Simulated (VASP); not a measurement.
**LiOs2: single point with PBE**

LiOs2:

```
Li Os
1.0
     4.41410    0.00000    0.00000
    -2.20705    3.82272    0.00000
     0.00000    0.00000    2.55198
Li Os
1 2
Direct
  0.00000 0.00000 0.00000
  0.33333 0.66667 0.50000
  0.66667 0.33333 0.50000
```

```yaml
Program: VASP 6.6.1
Task: single point
Functional: PBE
Potentials_or_basis: VASP PAW PBE potentials, release 64 (Li_sv, Os_sv_GW)
Cutoff: 880 eV
k_mesh: 12 × 12 × 18
Occupations: gaussian, width 0.1 eV
Spin: no spin polarisation
```

```json
{
  "Pressure": "0.0 GPa",
  "Band gap on the k mesh": "zero (an odd number of electrons rules out a gap without spin polarisation)"
}
```

Levels at points of the mesh, in eV from the Fermi level:
```tsv
k point	band 13	band 14	band 15	band 16	band 17	band 18	band 19	band 20	band 21	band 22
(0.00, 0.00, 0.00)	-3.45	-3.45	-2.72	-2.72	0.02	0.02	1.98	1.98	5.21	5.21
(0.50, 0.00, 0.00)	-4.55	-4.13	-2.97	-0.22	0.18	0.29	0.44	1.49	1.77	2.29
(0.00, 0.00, 0.50)	-2.26	-2.26	-1.60	-1.60	-1.49	-1.49	-0.40	4.54	5.08	9.63
(0.50, 0.00, 0.50)	-3.41	-3.27	-3.08	-1.22	-0.66	1.35	2.71	3.21	5.53	6.21
```

Run time: 3.8 min on 1 thread of AMD EPYC 9R45 96-Core Processor (Zen 5) (shared host), peak memory 0.5 GiB.

Caveat: spin-orbit coupling is left out, which moves the levels of the heavy elements.
